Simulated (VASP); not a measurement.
A run of VASP 6.6.1 is set up as follows.

File POSCAR:

```
YZn
1.0
    3.5642925300      0.0000000000      0.0000000000
    0.0000000000      3.5642925300      0.0000000000
    0.0000000000      0.0000000000      3.5642925300
Y Zn
1 1
Direct
    0.0000000000      0.0000000000      0.0000000000
    0.5000000000      0.5000000000      0.5000000000
```

File INCAR.step1:

```
SYSTEM = YZn
ALGO = Normal ; EDIFF = 1E-4
ENCUT = 520 ; GGA = PE
ISMEAR = -1 ; LASPH = .TRUE.
LCHARG = .FALSE. ; LREAL = .FALSE.
LWAVE = .TRUE. ; NBANDS = 18
NELM = 100 ; PREC = Accurate
SIGMA = 0.1
```

File INCAR.step2:

```
SYSTEM = YZn
ALGO = Normal ; EDIFF = 1E-6
ENCUT = 520 ; ISIF = 2
ISMEAR = -1 ; ISTART = 1
LASPH = .TRUE. ; LCHARG = .TRUE.
LELF = .TRUE. ; LMIXTAU = .TRUE.
LREAL = .FALSE. ; LVHAR = .TRUE.
LWAVE = .FALSE. ; METAGGA = R2SCAN
NBANDS = 18 ; NELM = 100
PREC = Accurate ; SIGMA = 0.1
```

KPOINTS

```
k-points
0
G
  9 9 9
  0 0 0
```

Potentials or basis: VASP PAW PBE potentials, release 64 (Y_sv, Zn).

Launch:

```console
$ cat potpaw_PBE.64/Y_sv/POTCAR potpaw_PBE.64/Zn/POTCAR > POTCAR
$ cp INCAR.step1 INCAR
$ mpirun -np 1 vasp_std > vasp.out
$ cp INCAR.step2 INCAR
$ mpirun -np 1 vasp_std > vasp.out
```

(1) Predict the pressure.

Answers

(1) 0.1 GPa.

Caveat: the PAW data sets were made with another functional, which shifts forces and pressure a little.
